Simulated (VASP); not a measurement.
Runs of VASP 6.6.1 on Si2Mo. The structure is that of space group I4/mmm (No. 139), or close to it. The cells are those of the table. 

```csv
cell,gap on the mesh (eV),pressure (GPa),largest force (eV/Å)
"a = 4.363 Å, angles 137.1, 137.1, 62.3°, 3 atoms",none,13.4,0.13
"a = 4.413 Å, angles 137.6, 137.6, 61.5°, 3 atoms",none,8.6,0.09
"a = 4.464 Å, angles 138.1, 138.1, 60.7°, 3 atoms",none,4.2,0.05
"a = 4.313 Å, angles 136.6, 136.6, 63.1°, 3 atoms",none,(a),0.15
```

Alike in all rows: task single point; level PBEsol; potentials or basis VASP PAW PBE potentials, release 64 (Si, Mo_sv); no spin polarisation; k mesh 20 × 20 × 20; cutoff (eV) 520; smearing gaussian 0.15 eV.

Q: Fill in the values left out.

A: (a) 18.8.

Caveats: the PAW data sets were made with another functional, which shifts forces and pressure a little; the stress differs along the axes, from 5 to 29 GPa (at least some runs); the stress differs along the axes, from 4 to 18 GPa (at least some runs); the stress differs along the axes, from 2 to 9 GPa (at least some runs); the stress differs along the axes, from 7 to 42 GPa (at least some runs).

A k mesh can miss the band edges, and the runs leave out spin-orbit coupling on Mo.

A gap of «none» marks levels without a gap at the run's occupations.
